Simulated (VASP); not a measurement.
## CaInC4N4: single point with PBE

The system is CaInC4N4.

```xyz
10
Lattice="7.5993 0.0000 0.0000 0.0000 7.5993 0.0000 0.0000 0.0000 3.6877" Properties=species:S:1:pos:R:3 pbc="T T T"
Ca    0.0000    0.0000    0.0000
In    3.7996    3.7996    0.0000
C     1.4892    6.1101    0.0000
C     6.1101    1.4892    0.0000
C     1.4892    1.4892    0.0000
C     6.1101    6.1101    0.0000
N     2.3165    5.2828    0.0000
N     5.2828    2.3165    0.0000
N     2.3165    2.3165    0.0000
N     5.2828    5.2828    0.0000
```

| Item | Value |
| --- | --- |
| Program | VASP 6.6.1 |
| Task | single point |
| Functional | PBE |
| Potentials or basis | VASP PAW PBE potentials, release 64 (Ca_sv, In_d, C, N) |
| Cutoff | 520 eV |
| k mesh | 2 × 2 × 6 |
| Occupations | gaussian, width 0.1 eV |
| Spin | no spin polarisation |

The pressure is 12.1 GPa and the largest force is 3.759 eV/Å.

Forces in eV/Å, atoms in the order of the input:
```
Ca   0.000  0.000  0.000
In   0.000  0.000  0.000
C    2.658 -2.658  0.000
C   -2.658  2.658  0.000
C    2.658  2.658  0.000
C   -2.658 -2.658  0.000
N   -0.054  0.054  0.000
N    0.054 -0.054  0.000
N   -0.054 -0.054  0.000
N    0.054  0.054  0.000
```

Stress tensor (GPa, compression positive):
```
18.14  0.00  0.00
 0.00 18.14  0.00
 0.00  0.00  0.06
```

Levels at points of the mesh, in eV from the Fermi level:
```
           k point  band 26  band 27  band 28  band 29  band 30  band 31  band 32  band 33
(0.00, 0.00, 0.00)    -4.62    -4.48    -4.18    -4.18     0.38     0.68     1.20     2.28
(0.50, 0.00, 0.00)    -4.85    -4.79    -4.41    -3.56     0.64     0.76     1.22     1.78
(0.50, 0.50, 0.00)    -4.89    -4.85    -3.91    -3.91     0.68     1.09     1.23     2.34
(0.00, 0.00, 0.50)    -4.55    -4.35    -3.83    -3.83    -1.03     0.68     0.73     0.73
(0.50, 0.00, 0.50)    -4.83    -4.76    -4.01    -3.28    -1.02     0.82     0.89     0.92
(0.50, 0.50, 0.50)    -5.19    -4.72    -3.62    -3.62    -0.58     0.76     0.76     0.97
```

Run time: 83 s on 1 thread of Intel(R) Xeon(R) Platinum 8488C (Sapphire Rapids), on a shared host, peak memory 0.36 GiB.

Caveat: the k points lie up to 0.41 Å⁻¹ apart; spin-orbit coupling is left out, which moves the levels of the heavy elements; forces of over 1 eV/Å act on the atoms, so gaps and moduli don't describe the material at rest.
